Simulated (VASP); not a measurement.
Set up this calculation in VASP 6.6.1, as the native input.

| Property | Result |
| --- | --- |
| Task | single point |
| Functional | r2SCAN |
| Potentials or basis | VASP PAW PBE potentials, release 64 (Mg, Sn_d) |
| Cutoff | 660 eV |
| k mesh | 6 × 6 × 6 |
| Occupations | gaussian, width 0.05 eV |
| Spin | non-collinear spin, zero start, spin-orbit coupling |
| Starting moments | [[0.0, 0.0, 0.0], [0.0, 0.0, 0.0], [0.0, 0.0, 0.0]] μB |
| Dipole correction | no |
| Further INCAR settings | ALGO = Normal; EDIFF = 1e-06; NBANDS = 31 |

The system is Mg2Sn.

```
CELL_PARAMETERS angstrom
0.00000 3.37950 3.37950
3.37950 0.00000 3.37950
3.37950 3.37950 0.00000
ATOMIC_POSITIONS crystal
Mg 0.25000 0.25000 0.25000
Mg 0.75000 0.75000 0.75000
Sn 0.00000 0.00000 0.00000
```

One way to write it, as run:

POSCAR

```
Mg2Sn
1.0
    0.0000000000      3.3795003521      3.3795003521
    3.3795003521      0.0000000000      3.3795003521
    3.3795003521      3.3795003521      0.0000000000
Mg Sn
2 1
Direct
    0.2500000000      0.2500000000      0.2500000000
    0.7500000000      0.7500000000      0.7500000000
    0.0000000000      0.0000000000      0.0000000000
```

INCAR.step1

```
ALGO     = Normal         # electronic algorithm
EDIFF    = 1E-5           # SCF threshold, eV
ENCUT    = 660            # plane-wave cutoff, eV
GGA      = PE             # functional
GGA_COMPAT= False        
ISMEAR   = 0              # smearing method
LASPH    = True           # aspherical terms in the spheres
LCHARG   = False          # write CHGCAR
LREAL    = False          # projectors in reciprocal space
LSORBIT  = True           # spin-orbit coupling
LWAVE    = True           # write WAVECAR
MAGMOM   = 0 0 0 0 0 0 0 0 0 # initial moments
NBANDS   = 31             # bands
NELM     = 200            # most SCF steps
PREC     = Accurate       # precision mode
SIGMA    = 0.05           # smearing width, eV
```

INCAR.step2

```
ALGO     = Normal         # electronic algorithm
EDIFF    = 1E-6           # SCF threshold, eV
ENCUT    = 660            # plane-wave cutoff, eV
GGA_COMPAT= False        
ISIF     = 2              # what is computed and relaxed
ISMEAR   = 0              # smearing method
ISTART   = 1            
LASPH    = True           # aspherical terms in the spheres
LCHARG   = True           # write CHGCAR
LMIXTAU  = True         
LORBIT   = 11             # projections on sites
LORBMOM  = True         
LREAL    = False          # projectors in reciprocal space
LSORBIT  = True           # spin-orbit coupling
LVHAR    = True         
LWAVE    = False          # write WAVECAR
MAGMOM   = 0 0 0 0 0 0 0 0 0 # initial moments
METAGGA  = R2SCAN         # meta-GGA
NBANDS   = 31             # bands
NELM     = 200            # most SCF steps
PREC     = Accurate       # precision mode
SIGMA    = 0.05           # smearing width, eV
```

KPOINTS

```
k-points
0
Gamma
  6 6 6
```

Potentials or basis: VASP PAW PBE potentials, release 64 (Mg, Sn_d).

The run is started by

```bash
$ cat potpaw_PBE.64/Mg/POTCAR potpaw_PBE.64/Sn_d/POTCAR > POTCAR
$ cp INCAR.step1 INCAR
$ mpirun -np 1 vasp_ncl > vasp.out
$ cp INCAR.step2 INCAR
$ mpirun -np 1 vasp_ncl > vasp.out
```

It gave:

```yaml
Pressure: -0.2 GPa
Net_moment: 0.00 μB per cell
Valence_electrons_inside_the_program's_atomic_spheres: Mg 0.31; Sn 12.54
```

Caveat: the PAW data sets were made with another functional, which shifts forces and pressure a little.

Wall time 7.6 min on 1 thread of Intel(R) Xeon(R) Platinum 8488C (Sapphire Rapids) (shared host), peak memory 0.62 GiB.
